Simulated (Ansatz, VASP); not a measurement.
**Te: VASP beside Ansatz**

```
Te
1.0
     6.06568    3.50202    1.74126
    -6.06568    3.50202    1.74126
     0.00000   -7.00405    1.74126
Te
6
Cartesian
  1.6077 1.9445 1.8820
  -2.4878 0.4200 1.8820
  0.8801 -2.3645 1.8820
  -1.6077 -1.9445 3.3418
  2.4878 -0.4200 3.3418
  -0.8801 2.3645 3.3418
```

Alike in both runs: functional PBE; k mesh 6 × 6 × 6; occupations gaussian, width 0.02 eV; no spin polarisation.

Ansatz relaxed the structure, and its values are those at the end. VASP's run is a single point on that final structure, the one shown.

|  | VASP | Ansatz |
| --- | --- | --- |
| version | VASP 6.6.1 | Ansatz 0.2.0 |
| potentials or method | VASP PAW PBE potentials, release 64 (Te), cutoff 520 eV | scalar-relativistic, plane waves, PAW |
| valence electrons in the cell | 36 | 96 |

|  | VASP | Ansatz | Ansatz less VASP |
| --- | --- | --- | --- |
| gap on the k mesh at the Fermi level (eV) | 0.60 | 0.61 | +0.004 |
| least direct gap on the mesh (eV) | 0.71 | 0.72 | +0.008 |
| pressure (GPa) | 0.0 | 0.0 | +0.01 |

The functional is the same, so the differences come from potentials, cutoffs and numerics. VASP's potentials hold 36 valence electrons a cell and Ansatz's 96, so a difference there can come from the potentials and not from the codes.

Neither program's run includes spin-orbit coupling.
